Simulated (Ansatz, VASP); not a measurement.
# Ta5W in VASP and in Ansatz

```
Ta W
1.0
     2.87786    0.00000    0.00000
     0.00000    2.87786    0.00000
     0.00000    0.00000   12.20973
Ta W
5 1
Direct
  0.00000 0.00000 0.83333
  0.50000 0.50000 0.00000
  0.00000 0.00000 0.16667
  0.50000 0.50000 0.33333
  0.50000 0.50000 0.66667
  0.00000 0.00000 0.50000
```

Alike in both runs: task single point; functional PBE; k mesh 6 × 6 × 2; occupations gaussian, width 0.1 eV; no spin polarisation.

|  | VASP | Ansatz |
| --- | --- | --- |
| version | VASP 6.6.1 | Ansatz 0.2.0 |
| potentials or method | VASP PAW PBE potentials, release 64 (Ta_pv, W_sv), cutoff 520 eV | scalar-relativistic, plane waves, PAW |
| valence electrons in the cell | 69 | 79 |

|  | VASP | Ansatz | Ansatz less VASP |
| --- | --- | --- | --- |
| gap on the k mesh at the Fermi level (eV) | none | none | - |
| pressure (GPa) | 21.3 | 21.0 | -0.23 |
| traceless stress, the component that is largest in VASP (GPa) | 1.61 | 1.63 | +0.021 |
| rms of the force components (eV/Å) | 0.209 | 0.211 | +0.0024 |

Atom by atom the forces differ by 0.002 eV/Å (rms over components). A gap of «none» marks a metal or a gap that the smearing closes. VASP's potentials hold 69 valence electrons a cell and Ansatz's 79, so a difference there can come from the potentials and not from the codes.

The k mesh is coarse, so the values compare programs but aren't converged. Neither program's run includes spin-orbit coupling.
